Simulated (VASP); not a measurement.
The system is BF.

```xyz
4
Lattice="1.8206 -4.3505 0.0000 1.8206 4.3505 0.0000 0.0000 0.0000 2.9776" Properties=species:S:1:pos:R:3 pbc="T T T"
B     1.8206    0.4972    0.7444
B     1.8206   -0.4972    2.2332
F     1.8206    3.1315    0.7444
F     1.8206   -3.1315    2.2332
```

The cell was generated, and may not be a known phase.

```yaml
Program: VASP 6.6.1
Task: relaxation of cell and atoms
Functional: PBE
Potentials_or_basis: VASP PAW PBE potentials, release 64 (B, F)
Cutoff: 600 eV
k_mesh: 6 × 6 × 7
Occupations: gaussian, width 0.2 eV
Spin: no spin polarisation
```

At the start: pressure -17.1 GPa; volume 11.79 Å³/atom.

Problem. How do energy, volume and symmetry change on relaxing?

Solution. Over 27 steps the energy falls by 1634.6 meV/atom and the volume is 9.77 Å³/atom (-17.1 %); space group Cmcm (No. 63, to 0.1 Å) before and after.

Step by step:
```
step  energy change (eV)  largest force (eV/Å)  pressure (GPa)  volume (Å³)
   1              0.0000                2.9127          -17.11        47.17
   2             -1.2379                1.0347            4.08        39.07
   3             -1.2586                0.6867            8.47        38.17
   4             -2.3548                1.6497           11.09        36.33
   5             -1.9377                0.3933           40.60        28.60
   6             -2.9653                2.7489           12.63        33.75
   7             -2.9352                2.1070           24.60        30.61
   8             -3.1241                2.7036           17.41        32.11
   9             -3.5198                1.0493            4.37        33.47
  10             -3.5326                1.3959            6.10        33.26
  11             -4.0156                1.0327            0.97        34.29
  12             -4.4787                0.8873           -9.74        36.52
  13             -4.9195                0.9959           -6.06        35.36
  14             -5.2812                1.3869            4.04        32.62
  15             -5.9834                0.6053            8.54        32.65
  16             -6.2674                0.6501           16.18        32.24
  17             -6.3776                1.0031           -3.98        36.71
  18             -6.4190                0.6511            1.99        35.07
  19             -6.4678                0.3133            0.89        35.96
  20             -6.4859                0.4032           -0.10        37.00
  21             -6.4951                0.5798           -0.24        37.57
  22             -6.4990                0.2379           -0.23        37.37
  23             -6.5172                0.1772            0.60        37.58
  24             -6.5305                0.0807            2.51        37.98
  25             -6.5315                0.2178           -1.68        39.49
  26             -6.5361                0.1026            0.27        38.77
  27             -6.5386                0.0480            0.00        39.09
```

Final structure:
```
B F
1.0
     1.22264   -5.17922    0.00000
     1.22264    5.17922    0.00000
     0.00000    0.00000    3.08653
B F
2 2
Direct
  0.53873 0.46127 0.25000
  0.46127 0.53873 0.75000
  0.13582 0.86418 0.25000
  0.86418 0.13582 0.75000
```

Caveat: the volume moved by over 15 % at a fixed basis, so the end points are rough; the relaxation stopped at a loose force limit of 0.08 eV/Å, so its end isn't a converged minimum.
